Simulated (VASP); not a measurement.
Runs of VASP 6.6.1 on CaB. The structure is that of space group P-6m2 (No. 187), or close to it. The cells are those of the table. 

| task | cell | k mesh | cutoff (eV) | gap on the mesh (eV) | pressure (GPa) | relaxed volume (Å³/atom) |
| --- | --- | --- | --- | --- | --- | --- |
| relaxation of cell and atoms | relaxed from a = 3.628, b = 3.628, c = 3.644 Å, angles 90.0, 90.0, 120.0°, 2 atoms | 18 × 18 × 16 | 600 | none | 0.0 | 20.92 |
| single point | a = 3.679, b = 3.679, c = 3.559 Å, angles 90.0, 90.0, 120.0°, 2 atoms | 18 × 18 × 16 | 520 | none | (a) | - |
| relaxation of cell and atoms | relaxed from a = 3.578, b = 3.578, c = 3.738 Å, angles 90.0, 90.0, 120.0°, 2 atoms | 6 × 6 × 6 | 600 | none | 0.0 | 20.91 |
| single point | a = 3.628, b = 3.628, c = 3.644 Å, angles 90.0, 90.0, 120.0°, 2 atoms | 6 × 6 × 6 | 520 | none | 0.3 | - |

Alike in all rows: level PBE; potentials or basis VASP PAW PBE potentials, release 64 (Ca_sv, B); no spin polarisation; smearing gaussian 0.1 eV.

Question: Estimate the missing entries.

Answer: (a) 0.1.

A gap of «none» marks levels without a gap at the run's occupations.
